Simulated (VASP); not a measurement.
Sn, 4 atoms in the cell. It takes space group C2/m (No. 12, monoclinic). Conventional cell: a = 7.863 Å, b = 4.625 Å, c = 4.625 Å, α = 90.00°, β = 123.71°, γ = 90.00°. Within 3.7 Å of Sn (site symmetry m) lie 4 Sn at 2.82 to 2.85 Å.  This cell differs from its parent crystal: shear of c along a, cell held: +4.0 %, then relaxed in part.

| Property | Result |
| --- | --- |
| Program | VASP 6.6.1 |
| Task | single point |
| Functional | PBEsol |
| Potentials or basis | VASP PAW PBE potentials, release 64 (Sn_d) |
| Cutoff | 520 eV |
| k mesh | 12 × 12 × 8 |
| Occupations | gaussian, width 0.1 eV |
| Spin | no spin polarisation |
| Dipole correction | no |
| Further INCAR settings | ALGO = Fast; EDIFF = 1e-06; NBANDS = 36 |

Potentials or basis: VASP PAW PBE potentials, release 64 (Sn_d).

The run is started by

```console
$ cat potpaw_PBE.64/Sn_d/POTCAR > POTCAR
$ mpirun -np 1 vasp_std > vasp.out
```

Hardware: 1 thread of Intel Xeon 8259CL (shared host).

**Question.** How long does it take, and how much memory?

**Answer.** Run time: 35 min on 1 thread of Intel Xeon 8259CL, with other jobs on the host, peak memory 1.2 GiB. Counts: scf iterations 13, k points 350.
